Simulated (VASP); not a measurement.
## ZrAl2: single point with PBE

ZrAl2:

```
CELL_PARAMETERS angstrom
7.70164 0.16897 -0.13185
0.16897 7.76664 0.18148
-0.13185 0.18148 7.70432
ATOMIC_POSITIONS crystal
Al 0.42515 0.29261 0.08962
Al 0.15034 0.14245 0.38601
Al 0.77057 0.25138 0.18006
Al 0.38894 0.79586 0.59940
Al 0.66892 0.35194 0.83404
Al 0.95744 0.99089 0.14271
Al 0.64003 0.80725 0.34321
Al 0.84873 0.54286 0.37053
Al 0.22399 0.48943 0.23040
Al 0.68596 0.02357 0.63797
Al 0.91803 0.25853 0.63009
Al 0.16534 0.54681 0.55468
Al 0.06867 0.33348 0.96368
Al 0.47346 0.09381 0.36658
Al 0.01149 0.83521 0.44444
Al 0.58224 0.58291 0.11562
Zr 0.07194 0.92856 0.79690
Zr 0.78157 0.66464 0.69440
Zr 0.51040 0.43983 0.46554
Zr 0.32434 0.19414 0.72460
Zr 0.30862 0.84518 0.18632
Zr 0.32255 0.58436 0.86805
Zr 0.60939 0.97038 0.96862
Zr 0.93295 0.64420 0.04067
```

```yaml
Program: VASP 6.6.1
Task: single point
Functional: PBE
Potentials_or_basis: VASP PAW PBE potentials, release 64 (Al, Zr_sv)
Cutoff: 400 eV
k_mesh: 1 × 1 × 1, shifted
Occupations: fermi-dirac, width 0.0664 eV
Spin: no spin polarisation
Dipole_correction: no
Further_INCAR_settings: LREAL = Auto; ALGO = Normal; EDIFF = 1e-06; NBANDS = 90; ISYM = -1
```

| Property | Result |
| --- | --- |
| Pressure | 1.9 GPa |
| Largest force | 2.034 eV/Å |

Forces on the atoms (eV/Å):
```
Al   0.439 -1.592 -1.188
Al  -0.706  0.016 -0.039
Al  -0.260  1.069  0.843
Al   0.570  1.478 -0.684
Al  -0.982 -0.401  0.662
Al   0.151 -0.103 -0.574
Al   0.513 -0.107  0.261
Al   0.650 -1.488  0.129
Al  -0.876  0.869  0.050
Al   0.077  0.320 -0.716
Al   0.837  0.733 -0.536
Al  -0.761 -0.599  0.326
Al   0.107 -1.555 -0.660
Al   0.599  0.110  0.169
Al  -0.442  0.161 -0.315
Al   0.191  0.737 -0.276
Zr  -0.356  0.074 -0.327
Zr   0.674  0.092 -0.286
Zr   0.780  0.320  0.548
Zr   0.312 -0.083  0.514
Zr  -0.816 -0.126 -0.011
Zr   0.057 -0.197  0.664
Zr  -0.393 -0.658  1.227
Zr  -0.367  0.929  0.218
```

Stress tensor (GPa, compression positive):
```
 0.44  1.38  0.38
 1.38  1.70 -0.93
 0.38 -0.93  3.42
```

Levels at points of the mesh, in eV from the Fermi level:
```tsv
k point	band 70	band 71	band 72	band 73	band 74	band 75
(0.25, 0.25, 0.25)	-0.28	-0.11	-0.09	0.04	0.23	0.38
```

Run time: 48 s on 1 thread of AMD EPYC 9R45 96-Core Processor (Zen 5), with other jobs on the host, peak memory 0.3 GiB.

Caveat: the atoms stand as in a frame of molecular dynamics.
